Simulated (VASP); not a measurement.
# SiW16 in VASP: notebook

The runs below take SiW16 through single point, with PBE.

All numbers are computed with VASP 6.6.1; they aren't measurements. Logs are shortened: lines on timing, memory, paths and dates and some standing lists are left out, and cuts for length are marked.

### Step 1. The cell of the first run

The cell holds a slab with vacuum, 17 atoms: a = 6.367 Å, b = 6.367 Å, c = 20.143 Å, α = 90.00°, β = 90.00°, γ = 90.00°.

### Step 2. Single point, PBE

INCAR

```
PREC     = Accurate       # precision mode
ENCUT    = 520            # plane-wave cutoff, eV
EDIFF    = 1E-7           # SCF threshold, eV
ISMEAR   = 0              # smearing method
SIGMA    = 0.1            # smearing width, eV
LREAL    = Auto         
LASPH    = T              # aspherical terms in the spheres
NELM     = 100            # most SCF steps
ALGO     = Fast           # electronic algorithm
ISIF     = 2              # what is computed and relaxed
LWAVE    = F              # write WAVECAR
LCHARG   = F              # write CHGCAR
LDIPOL   = T            
IDIPOL   = 3            
DIPOL    = 0.5 0.5 0.328
GGA      = PE             # functional
NBANDS   = 128            # bands
```

KPOINTS

```
Automatic mesh
0
Gamma
  4 4 1
```

POSCAR

```
SiW16
1.0
    6.3673983380      0.0000000000      0.0000000000
    0.0000000000      6.3673983380      0.0000000000
    0.0000000000      0.0000000000     20.1425770443
W Si
16 1
Direct
    0.2500000000      0.2500000000      0.1985843217
    0.2500000000      0.7500000000      0.1985843217
    0.7500000000      0.2500000000      0.1985843217
    0.7500000000      0.7500000000      0.1985843217
    0.0000000000      0.0000000000      0.2776134142
    0.0000000000      0.5000000000      0.2776134142
    0.5000000000      0.0000000000      0.2776134142
    0.5000000000      0.5000000000      0.2776134142
    0.2500000000      0.2500000000      0.3599451664
    0.2500000000      0.7500000000      0.3599451664
    0.7500000000      0.2500000000      0.3599451664
    0.7500000000      0.7500000000      0.3599451664
    0.0000000000      0.0000000000      0.4290700751
    0.0000000000      0.5000000000      0.4290700751
    0.5000000000      0.0000000000      0.4290700751
    0.5000000000      0.5000000000      0.4290700751
    0.1250000000      0.2500000000      0.5086086189
```

Potentials or basis: VASP PAW PBE potentials, release 64 (W_sv, Si).

The run is started by

```console
> cat potpaw_PBE.64/W_sv/POTCAR potpaw_PBE.64/Si/POTCAR > POTCAR
> mpirun -np 1 vasp_std > vasp.out
```

OUTCAR:

```text
PREC = Accurate
   ENCUT = 520
   EDIFF = 1E-7
   ISMEAR = 0
   LREAL = Auto
   LASPH = T
   NELM = 100
   ISIF = 2
   GGA = PE

 ion  position               nearest neighbor table
   1  0.250  0.250  0.199-   5 2.76   6 2.76   7 2.76   8 2.76   2 3.18   3 3.18   2 3.18   3 3.18
                             9 3.25
   2  0.250  0.750  0.199-   5 2.76   6 2.76   7 2.76   8 2.76   1 3.18   4 3.18   1 3.18   4 3.18
                            10 3.25
   3  0.750  0.250  0.199-   5 2.76   6 2.76   7 2.76   8 2.76   1 3.18   4 3.18   4 3.18   1 3.18
                            11 3.25
   4  0.750  0.750  0.199-   5 2.76   6 2.76   7 2.76   8 2.76   2 3.18   3 3.18   3 3.18   2 3.18
                            12 3.25
   5  0.000  0.000  0.278-   1 2.76   2 2.76   3 2.76   4 2.76   9 2.80  10 2.80  11 2.80  12 2.80
                            13 3.05   7 3.18   6 3.18   6 3.18   7 3.18
   6  0.000  0.500  0.278-   1 2.76   2 2.76   3 2.76   4 2.76   9 2.80  10 2.80  11 2.80  12 2.80
                            14 3.05   8 3.18   5 3.18   5 3.18   8 3.18
   7  0.500  0.000  0.278-   1 2.76   2 2.76   3 2.76   4 2.76   9 2.80  10 2.80  11 2.80  12 2.80
                            15 3.05   8 3.18   5 3.18   8 3.18   5 3.18
   8  0.500  0.500  0.278-   1 2.76   2 2.76   3 2.76   4 2.76   9 2.80  10 2.80  11 2.80  12 2.80
                            16 3.05   7 3.18   6 3.18   7 3.18   6 3.18
   9  0.250  0.250  0.360-  13 2.65  14 2.65  15 2.65  16 2.65   5 2.80   6 2.80   7 2.80   8 2.80
                            17 3.10  11 3.18  10 3.18  10 3.18  11 3.18   1 3.25
  10  0.250  0.750  0.360-  13 2.65  14 2.65  15 2.65  16 2.65   5 2.80   6 2.80   7 2.80   8 2.80
                             9 3.18  12 3.18   9 3.18  12 3.18   2 3.25
  11  0.750  0.250  0.360-  13 2.65  14 2.65  15 2.65  16 2.65   5 2.80   6 2.80   7 2.80   8 2.80
                             9 3.18  12 3.18  12 3.18   9 3.18   3 3.25
  12  0.750  0.750  0.360-  13 2.65  14 2.65  15 2.65  16 2.65   5 2.80   6 2.80   7 2.80   8 2.80
                            10 3.18  11 3.18  11 3.18  10 3.18   4 3.25
  13  0.000  0.000  0.429-  17 2.39  10 2.65  11 2.65  12 2.65   9 2.65   5 3.05  15 3.18  14 3.18
                            14 3.18  15 3.18
  14  0.000  0.500  0.429-  17 2.39  10 2.65  11 2.65  12 2.65   9 2.65   6 3.05  16 3.18  13 3.18
                            13 3.18  16 3.18
  15  0.500  0.000  0.429-   9 2.65  10 2.65  11 2.65  12 2.65   7 3.05  13 3.18  16 3.18  16 3.18
                            13 3.18  17 3.29
  16  0.500  0.500  0.429-   9 2.65  10 2.65  11 2.65  12 2.65   8 3.05  14 3.18  15 3.18  15 3.18
                            14 3.18  17 3.29
  17  0.125  0.250  0.509-  13 2.39  14 2.39   9 3.10  15 3.29  16 3.29

  LATTYP: Found a simple tetragonal cell.
 ALAT       =     6.3673983380
 C/A-ratio  =     3.1633920127

  Lattice vectors:

 A1 = (   6.3673983380,   0.0000000000,   0.0000000000)
 A2 = (   0.0000000000,   6.3673983380,   0.0000000000)
 A3 = (   0.0000000000,   0.0000000000,  20.1425770443)

Analysis of symmetry for initial positions (statically):
=====================================================================
 Subroutine PRICEL returns:
 Original cell was already a primitive cell.

 Routine SETGRP: Setting up the symmetry group for a
 simple tetragonal supercell.

 Subroutine GETGRP returns: Found  2 space group operations
 (whereof  1 operations were pure point group operations)
 out of a pool of 16 trial point group operations.

The static configuration has the point symmetry C_1 .
 The point group associated with its full space group is C_1h.

Analysis of symmetry for dynamics (positions and initial velocities):
=====================================================================
 Subroutine PRICEL returns:
 Original cell was already a primitive cell.

 Routine SETGRP: Setting up the symmetry group for a
 simple tetragonal supercell.

 Subroutine GETGRP returns: Found  2 space group operations
 (whereof  1 operations were pure point group operations)
 out of a pool of 16 trial point group operations.

The dynamic configuration has the point symmetry C_1 .
 The point group associated with its full space group is C_1h.

 Subroutine INISYM returns: Found  2 space group operations
 (whereof  1 operations are pure point group operations),
 and found     1 'primitive' translations

----------------------------------------------------------------------------------------

                                     Primitive cell

  volume of cell :     816.6558

  direct lattice vectors                    reciprocal lattice vectors
     6.367398338  0.000000000  0.000000000     0.157050014  0.000000000  0.000000000
[... 65 lines left out ...]

 Subroutine IBZKPT returns following result:
 ===========================================

 Found      9 irreducible k-points:

 Following reciprocal coordinates:
            Coordinates               Weight
  0.000000  0.000000  0.000000      1.000000
  0.250000  0.000000  0.000000      2.000000
  0.000000  0.250000  0.000000      2.000000
  0.500000  0.000000  0.000000      1.000000
  0.000000  0.500000  0.000000      1.000000
  0.250000  0.250000  0.000000      4.000000
  0.500000  0.250000  0.000000      2.000000
 -0.250000  0.500000  0.000000      2.000000
  0.500000  0.500000  0.000000      1.000000
   k-points           NKPTS =      9   k-points in BZ     NKDIM =      9   number of bands    NBANDS=    128
   number of dos      NEDOS =    301   number of ions     NIONS =     17
   total plane-waves  NPLWV = 345600
   dimension x,y,z NGX =    48 NGY =   48 NGZ =  150
   dimension x,y,z NGXF=    96 NGYF=   96 NGZF=  300
   ions per type =              16   1
   NGX,Y,Z   is equivalent  to a cutoff of  12.53, 12.53, 12.38 a.u.
   NGXF,Y,Z  is equivalent  to a cutoff of  25.06, 25.06, 24.76 a.u.
 SYSTEM =  unknown system
   PREC   = accura    normal or accurate (medium, high low for compatibility)
   ISTART =      0    job   : 0-new  1-cont  2-samecut
   ICHARG =      2    charge: 1-file 2-atom 10-const
   ISPIN  =      1    spin polarized calculation?
   LNONCOLLINEAR =      F non collinear calculations
   LSORBIT =      F    spin-orbit coupling
   LASPH  =      T    aspherical Exc in radial PAW
   ENCUT  =  520.0 eV  38.22 Ry    6.18 a.u.  11.84 11.84 37.45*2*pi/ulx,y,z
   NELM   =    100;   NELMIN=  2; NELMDL= -5     # of ELM steps
   EDIFF  = 0.1E-06   stopping-criterion for ELM
   LREAL  =      T    real-space projection
   EDIFFG = 0.1E-05   stopping-criterion for IOM
   NSW    =      0    number of steps for IOM
   IBRION =     -1    ionic relax: 0-MD 1-quasi-New 2-CG
   NFREE  =      0    steps in history (QN), initial steepest desc. (CG)
   ISIF   =      2    stress and relaxation
   ISYM   =      2    0-nonsym 1-usesym 2-fastsym
   POTIM  = 0.5000    time-step for ionic-motion
   TEBEG  =    0.0;   TEEND  =   0.0 temperature during run
   PSTRESS=    0.0 pullay stress
   NELECT =     228.0000    total number of electrons
   NUPDOWN=      -1.0000    fix difference up-down
   EMIN   =  10.00;   EMAX   =-10.00  energy-range for DOS
   EFERMI =   0.00;   METHOD = LEGACY
   ISMEAR =     0;   SIGMA  =   0.10  broadening in eV -4-tet -1-fermi 0-gaus
   EFERMI_NEDOS =   21; number of points for ismear=-14 and -15
   IALGO  =     68    algorithm
   IMIX   =      4    mixing-type and parameters
     AMIX     =   0.40;   BMIX     =  1.00
     AMIX_MAG =   1.60;   BMIX_MAG =  1.00
  volume/ion in A,a.u.               =      48.04       324.18
  Fermi-wavevector in a.u.,A,eV,Ry     =   1.069974  2.021959 15.576567  1.144845
  Thomas-Fermi vector in A             =   2.205670
   LORBIT       =      0    0 simple, 1 ext, 2 COOP (PROOUT), +10 PAW based schemes
   GGA     = PE    functional components
   LHFCALC =     F    Hartree Fock is set to
   AEXX    =    0.0000 exact exchange contribution
   IVDW    =     0    specifies the selected vdW correction
   LEPSILON=     F    determine dielectric tensor
   LRPA    =     F    only Hartree local field effects (RPA)
 non-spin polarized calculation
 RMM-DIIS sequential band-by-band and
 Gauss-broadening in eV      SIGMA  =   0.10
  energy-cutoff  :      520.00
  volume of cell :      816.66
 maximum number of plane-waves:     22040
   NGX = 23   NGY = 23   NGZ = 75

 dipolmoment           0.000000      0.000000     -0.104454 electrons x Angstroem

 number of electron     227.9999966 magnetization

 dipolmoment           0.000000      0.000000      0.073220 electrons x Angstroem

 Free energy of the ion-electron system (eV)
  ---------------------------------------------------
  ext. energy  EPLUGINS =         0.00000000
  ---------------------------------------------------
  free energy    TOTEN  =      -192.43863787 eV

  energy without entropy =     -192.32815541  energy(sigma->0) =     -192.38339664

 E-fermi :   0.8409     XC(G=0):  -5.6548

 val. band max:        0.8397078677   @ k =   0.0000   0.5000   0.0000
 cond. band min:       0.8430317636   @ k =   0.5000   0.5000   0.0000
 fundamental gap:      0.0033238959
 Fermi energy:         0.8409147251

 k-point     1 :       0.0000    0.0000    0.0000
  band No.  band energies     occupation
      1     -73.0508      2.00000
      2     -72.9879      2.00000
      3     -72.9825      2.00000
      4     -72.9814      2.00000
      5     -72.9726      2.00000
      6     -72.9691      2.00000
[... 1150 lines left out ...]
    125       2.2364      0.00000
    126       2.2513      0.00000
 [bands above 126 left out]

------------------------ aborting loop because EDIFF is reached ----------------------------------------

 vacuum level on the upper side and lower side of the slab       (xc-potential included)         0.045        -0.288

  FORCE on cell =-STRESS in cart. coord.  units (eV):
  Direction    XX          YY          ZZ          XY          YZ          ZX
  --------------------------------------------------------------------------------------
  -------------------------------------------------------------------------------------
  Total      -22.0516741    -18.4156424    -10.9345574      0.0000000      0.0000000      3.3049055
  in kB      -43.2626457    -36.1292032    -21.4522435      0.0000000      0.0000000      6.4838141
  external PRESSURE =     -33.6146975 kB  Pullay stress =       0.0000000 kB

 VOLUME and BASIS-vectors are now :
 -----------------------------------------------------------------------------
  energy-cutoff  :      520.00
  volume of cell :      816.66
      direct lattice vectors                 reciprocal lattice vectors
     6.367398338  0.000000000  0.000000000     0.157050014  0.000000000  0.000000000
     0.000000000  6.367398338  0.000000000     0.000000000  0.157050014  0.000000000
     0.000000000  0.000000000 20.142577044     0.000000000  0.000000000  0.049646080

 POSITION                                       TOTAL-FORCE (eV/Angst)
 -----------------------------------------------------------------------------------
      1.59185      1.59185      4.00000         0.056422      0.000000      2.151849
      1.59185      4.77555      4.00000         0.002179      0.000000      2.086603
      4.77555      1.59185      4.00000        -0.062968      0.000000      2.170734
      4.77555      4.77555      4.00000        -0.012542      0.000000      2.030906
      0.00000      0.00000      5.59185        -0.005007      0.000560     -2.139277
      0.00000      3.18370      5.59185        -0.005007     -0.000560     -2.139277
[... 9 lines left out ...]
      3.18370      3.18370      8.64258        -0.126659     -0.186933      0.426389
      0.79592      1.59185     10.24469         2.048226      0.000000      0.016429
 -----------------------------------------------------------------------------------
    total drift:                               -0.000170     -0.000000      0.004157

  FREE ENERGIE OF THE ION-ELECTRON SYSTEM (eV)
  ---------------------------------------------------
  free  energy   TOTEN  =      -192.4386378715 eV

  energy  without entropy=     -192.3281554066  energy(sigma->0) =     -192.38339664

 vacuum level on the upper side and lower side of the slab         5.215         4.871
```

Run time: 61 min. Hardware: 1 thread of Oxide Virtual Turin-like, shared host; peak memory 1 GiB.

What came out:

```
Free energy            : -192.4386 eV
Largest force          : 2.191 eV/Å
Band gap on the k mesh : zero (bands 114 and 115 overlap by 0.22 eV)
```

Forces in eV/Å, atoms in the order of the input:
```
W    0.056  0.000  2.152
W    0.002  0.000  2.087
W   -0.063  0.000  2.171
W   -0.013  0.000  2.031
W   -0.005  0.001 -2.139
W   -0.005 -0.001 -2.139
W    0.109 -0.002 -2.189
W    0.109  0.002 -2.189
W    0.192  0.000 -0.146
W    0.557  0.000 -0.307
W   -0.446  0.000 -0.459
W   -0.717  0.000 -0.533
W   -0.785 -0.803  0.396
W   -0.785  0.803  0.396
W   -0.127  0.187  0.426
W   -0.127 -0.187  0.426
Si   2.048  0.000  0.016
```

Caveat: spin-orbit coupling is left out, which moves the levels of the heavy elements.

### Step 3. Single point, PBE

INCAR

```
  PREC = Accurate
  ENCUT = 520
  EDIFF = 1E-6
  ISMEAR = 0
  SIGMA = 0.1
  LREAL = Auto
  LASPH = True
  NELM = 100
  ALGO = Fast
  ISIF = 2
  LWAVE = False
  LCHARG = False
  LDIPOL = True
  IDIPOL = 3
  DIPOL = 0.5 0.5 0.329
  GGA = PE
  NBANDS = 128
```

KPOINTS

```
regular mesh
0
Gamma
  4 4 1
```

Changes to POSCAR since step 2:

```diff
@@ -24,2 +24,2 @@
     0.5000000000      0.5000000000      0.4290700751
-    0.1250000000      0.2500000000      0.5086086189
+    0.0000000000      0.1875000000      0.5275191184
```

Potentials or basis: VASP PAW PBE potentials, release 64 (W_sv, Si).

The run is started by

```console
> cat potpaw_PBE.64/W_sv/POTCAR potpaw_PBE.64/Si/POTCAR > POTCAR
> mpirun -np 1 vasp_std > vasp.out
```

It took 48 min on 1 thread of Oxide Virtual Turin-like, shared host; peak memory 1 GiB.

It converged, with:

| Quantity | Value |
| --- | --- |
| Free energy | -191.2630 eV |
| Largest force | 2.391 eV/Å |
| Band gap on the k mesh | zero (bands 114 and 115 overlap by 0.36 eV) |

Forces on the atoms (eV/Å):
```
W    0.064 -0.006  2.125
W   -0.021 -0.021  2.070
W   -0.064 -0.006  2.125
W    0.021 -0.021  2.070
W    0.000  0.158 -2.386
W    0.000 -0.100 -2.138
W    0.000  0.114 -2.117
W    0.000  0.009 -2.148
W    0.286  0.189 -0.407
W    0.691 -0.253 -0.189
W   -0.286  0.189 -0.407
W   -0.691 -0.253 -0.189
W    0.000 -0.950  0.053
W    0.000 -0.654  1.566
W    0.000 -0.035  0.231
W    0.000  0.011 -0.269
Si   0.000  1.631  0.013
```

Levels at points of the mesh, in eV from the Fermi level:
| k point | band 113 | band 114 | band 115 | band 116 | band 117 | band 118 |
| --- | --- | --- | --- | --- | --- | --- |
| (0.00, 0.00, 0.00) | 0.08 | 0.27 | 0.46 | 0.61 | 0.85 | 0.90 |
| (0.50, 0.00, 0.00) | -0.15 | -0.13 | -0.09 | -0.02 | 0.20 | 0.66 |
| (0.00, 0.50, 0.00) | -0.13 | -0.04 | -0.02 | 0.00 | 0.09 | 0.66 |
| (0.50, 0.50, 0.00) | -0.13 | -0.05 | -0.04 | -0.04 | -0.01 | 0.13 |

Caveat: spin-orbit coupling is left out, which moves the levels of the heavy elements.
